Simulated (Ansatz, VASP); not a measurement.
## Two plane-wave programs on NaCaBr3

Contents of POSCAR:

```
NaCaBr3
1.0
    5.7519534040      0.0000000000      0.0000000000
    0.0000000000      5.7519534040      0.0000000000
    0.0000000000      0.0000000000      5.7519534040
Na Ca Br
1 1 3
Direct
    0.0000000000      0.0000000000      0.0000000000
    0.5000000000      0.5000000000      0.5000000000
    0.5000000000      0.5000000000      0.0000000000
    0.5000000000      0.0000000000      0.5000000000
    0.0000000000      0.5000000000      0.5000000000
```

INCAR.step1

```
SYSTEM = NaCaBr3
PREC = Accurate
ENCUT = 520
ISMEAR = 0
SIGMA = 0.01
LREAL = .FALSE.
LASPH = .TRUE.
NELM = 80
NBANDS = 27
GGA = PE
ALGO = Normal
EDIFF = 1E-4
LWAVE = .TRUE.
LCHARG = .FALSE.
```

The input INCAR.step2:

```
SYSTEM = NaCaBr3
PREC = Accurate
ENCUT = 520
EDIFF = 1E-6
ISMEAR = 0
SIGMA = 0.01
LREAL = .FALSE.
LASPH = .TRUE.
NELM = 80
ALGO = Normal
ISIF = 2
LWAVE = .FALSE.
LCHARG = .TRUE.
METAGGA = R2SCAN
LMIXTAU = .TRUE.
LELF = .TRUE.
LVHAR = .TRUE.
NBANDS = 27
ISTART = 1
```

The input KPOINTS:

```
Automatic mesh
0
G
  4 4 4
  0 0 0
```

Input for Ansatz:

```yaml
crystal:
  lattice:
    - [5.751953404, 0.0, 0.0]
    - [0.0, 5.751953404, 0.0]
    - [0.0, 0.0, 5.751953404]
  atoms:
    - { symbol: Na, position: [0.0, 0.0, 0.0] }
    - { symbol: Ca, position: [0.5, 0.5, 0.5] }
    - { symbol: Br, position: [0.5, 0.5, 0.0] }
    - { symbol: Br, position: [0.5, 0.0, 0.5] }
    - { symbol: Br, position: [0.0, 0.5, 0.5] }
kpoints:
  mp_grid: { grid: [4, 4, 4] }
hamiltonian:
  xc: r2scan
scf:
  occupations: { method: fixed }
  n_extra_bands: 5
output:
  forces: true
  stress: true
  eigenvalues: true
```

Alike in both runs: task single point; functional r2SCAN; k mesh 4 × 4 × 4; no spin polarisation.

|  | VASP | Ansatz |
| --- | --- | --- |
| version | VASP 6.6.1 | Ansatz 0.2.0 |
| potentials or method | VASP PAW PBE potentials, release 64 (Na_pv, Ca_sv, Br) | plane waves, PAW |
| plane-wave cutoff (eV) | 520 | 500 |
| occupations | gaussian, width 0.01 eV | fixed |
| valence electrons in the cell | 38 | 40 |

```tsv
	VASP	Ansatz	Ansatz less VASP
gap on the k mesh at the Fermi level (eV)	3.78	3.77	-0.005
pressure (GPa)	-1.1	-1.1	-0.05
```

VASP's potentials were made for PBE, not for r2SCAN. VASP's potentials hold 38 valence electrons a cell and Ansatz's 40, so a difference there can come from the potentials and not from the codes.
